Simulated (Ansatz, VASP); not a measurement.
# Two plane-wave programs on Zr2H3

File INCAR:

```
  PREC = Accurate
  ENCUT = 600
  EDIFF = 1E-6
  ISMEAR = 0
  SIGMA = 0.1
  LREAL = False
  LASPH = True
  NELM = 80
  ALGO = Normal
  ISIF = 3
  LWAVE = False
  LCHARG = False
  GGA = PE
  IBRION = 2
  NSW = 100
  EDIFFG = -0.01
```

File KPOINTS:

```
regular mesh
0
Gamma
  10 10 10
```

POSCAR

```
Zr2H3
1.0
    3.7809033589      0.0000000000      0.0000000000
    0.0000000000      3.7809033589      0.0000000000
    0.0000000000      0.0000000000      3.7809033589
Zr H
2 3
Direct
    0.5000000000      0.5000000000      0.5000000000
    0.0000000000      0.0000000000      0.0000000000
    0.5000000000      0.0000000000      0.0000000000
    0.0000000000      0.5000000000      0.0000000000
    0.0000000000      0.0000000000      0.5000000000
```

Input for Ansatz:

```yaml
crystal:
  lattice:
    - [3.7809033589, 0.0, 0.0]
    - [0.0, 3.7809033589, 0.0]
    - [0.0, 0.0, 3.7809033589]
  atoms:
    - { symbol: Zr, position: [0.5, 0.5, 0.5] }
    - { symbol: Zr, position: [0.0, 0.0, 0.0] }
    - { symbol: H, position: [0.5, 0.0, 0.0] }
    - { symbol: H, position: [0.0, 0.5, 0.0] }
    - { symbol: H, position: [0.0, 0.0, 0.5] }
basis:
  ecutwfc: 420
kpoints:
  mp_grid: { grid: [10, 10, 10] }
hamiltonian:
  xc: pbe
scf:
  occupations: { method: gaussian, width: 0.1 }
output:
  forces: true
  stress: true
  eigenvalues: true
relax:
  adjacent_minimum: "off"
  f_tol: 0.01
  max_steps: 80
  cell: { stress_tol: 0.05 }
```

Change from the starting cell: species swapped into the Tl2F3 type (Pm-3m, No. 221).

Alike in both runs: task relaxation of cell and atoms; functional PBE; k mesh 10 × 10 × 10; occupations gaussian, width 0.1 eV; no spin polarisation.

```csv
,VASP,Ansatz
version,VASP 6.6.1,Ansatz 0.2.0
potentials or method,"VASP PAW PBE potentials, release 64 (Zr_sv, H), cutoff 600 eV","scalar-relativistic, plane waves, PAW"
valence electrons in the cell,27,27
```

VASP gave:

| Quantity | Value |
| --- | --- |
| gap on the k mesh at the Fermi level, each at its own relaxed structure (eV) | none |
| relaxed volume (Å³/atom) | 10.83 |
| relaxed length of the cell vector where the two differ most in proportion (Å) | 3.783 |

Problem. Estimate Ansatz's values.

Solution. gap on the k mesh at the Fermi level, each at its own relaxed structure (eV): none; relaxed volume (Å³/atom): 10.82; relaxed length of the cell vector where the two differ most in proportion (Å): 3.782.

A gap of «none» marks a metal or a gap that the smearing closes.
